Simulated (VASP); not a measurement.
A run of VASP 6.6.1 is set up as follows.

File INCAR:

```
PREC     = Accurate       # precision mode
ENCUT    = 520            # plane-wave cutoff, eV
EDIFF    = 1E-6           # SCF threshold, eV
ISMEAR   = -1             # smearing method
SIGMA    = 0.05           # smearing width, eV
LREAL    = False          # projectors in reciprocal space
LASPH    = True           # aspherical terms in the spheres
NELM     = 100            # most SCF steps
ALGO     = Normal         # electronic algorithm
ISIF     = 2              # what is computed and relaxed
LWAVE    = False          # write WAVECAR
LCHARG   = True           # write CHGCAR
GGA      = PS             # functional
LELF     = True           # ELF
LVHAR    = True         
NBANDS   = 30             # bands
```

KPOINTS

```
regular mesh
0
Gamma
  6 4 1
```

POSCAR

```
SiHC
1.0
    2.1784270000     -2.1784270000      0.0000000000
    0.0000000000      0.0000000000      4.3568530000
  -14.2277950000    -14.2277950000      0.0000000000
Si C H
4 4 4
Direct
    0.9986290000      0.9977750000      0.3861080000
    0.9985430000      0.9987410000      0.5383400000
    0.4985120000      0.4978200000      0.6143470000
    0.4985430000      0.4987380000      0.4621160000
    0.9985050000      0.2555230000      0.6134140000
    0.9985240000      0.2499840000      0.4619010000
    0.4985360000      0.7499970000      0.5385470000
    0.4986530000      0.7554940000      0.3870410000
    0.9984910000      0.1921880000      0.3240630000
    0.9985200000      0.1103940000      0.6586110000
    0.4985330000      0.6922030000      0.6763920000
    0.4985330000      0.6104460000      0.3418350000
```

Potentials or basis: VASP PAW PBE potentials, release 64 (Si, C, H).

Command:

```bash
$ cat potpaw_PBE.64/Si/POTCAR potpaw_PBE.64/C/POTCAR potpaw_PBE.64/H/POTCAR > POTCAR
$ mpirun -np 1 vasp_std > vasp.out
```

(1) What does it give for the band gap on the k mesh?

(2) Estimate the largest force.

Results:

(1) 2.33 eV.

(2) 0.041 eV/Å.

Caveat: the PAW data sets were made with another functional, which shifts forces and pressure a little.
